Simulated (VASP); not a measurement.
Write the native input for VASP 6.6.1 that does the following.

- Task: relaxation of shape and atoms at fixed volume
- Functional: RPBE
- Dispersion: D4
- Potentials or basis: VASP PAW PBE potentials, release 64 (Ta_pv, N)
- Cutoff: 600 eV
- k mesh: 6 × 6 × 8
- Occupations: gaussian, width 0.05 eV
- Spin: collinear spin
- Starting moments: [0.05, -0.05, -0.05, 0.0, 0.0, 0.0] μB
- Dipole correction: no
- Further INCAR settings: ALGO = Fast; EDIFF = 1e-06; IBRION = 2; EDIFFG = -0.01; NSW = 60; ISIF = 4

The structure of TaN lies in POSCAR:

```
TaN
1.0
    5.2640040997      0.0000000000      0.0000000000
   -2.6320020499      4.5587612759      0.0000000000
    0.0000000000      0.0000000000      2.9312521725
Ta N
3 3
Direct
    0.0000000000      0.0000000000      0.0000000000
    0.3333333333      0.6666666667      0.5000000000
    0.6666666667      0.3333333333      0.5000000000
    0.5000000000      0.0000000000      0.0000000000
    0.5000000000      0.5000000000      0.0000000000
    0.0000000000      0.5000000000      0.0000000000
```

One way to write it, as run:

INCAR

```
SYSTEM = TaN
  PREC = Accurate
  ENCUT = 600
  EDIFF = 1E-6
  ISMEAR = 0
  SIGMA = 0.05
  LREAL = .False.
  LASPH = .True.
  NELM = 150
  ALGO = Fast
  ISIF = 4
  LWAVE = .False.
  LCHARG = .False.
  ISPIN = 2
  MAGMOM = 0.05 -0.05 -0.05 0 0 0
  LORBIT = 11
  LMAXMIX = 4
  GGA = RP
  IVDW = 13
  IBRION = 2
  NSW = 60
  EDIFFG = -0.01
```

KPOINTS

```
Automatic mesh
0
Gamma
  6 6 8
  0 0 0
```

Potentials or basis: VASP PAW PBE potentials, release 64 (Ta_pv, N).

Command:

```bash
$ cat potpaw_PBE.64/Ta_pv/POTCAR potpaw_PBE.64/N/POTCAR > POTCAR
$ mpirun -np 1 vasp_std > vasp.out
```

It gave:

The energy gained by relaxing is 0.2 meV/atom and the ionic steps are 3. The pressure after relaxing is -4.7 GPa, the band gap on the k mesh is zero (filled and empty bands overlap) and the net moment is 0.00 μB per cell. The valence electrons inside the program's atomic spheres are Ta 8.59, 8.96 (each value once); N 3.79. The dispersion energy per atom is -0.574 eV.

Caveat: the PAW data sets were made with another functional, which shifts forces and pressure a little; spin-orbit coupling is left out, which moves the levels of the heavy elements.

It took 6.7 min on 1 thread of Oxide Virtual Turin-like Processor, on a shared host, peak memory 0.28 GiB.
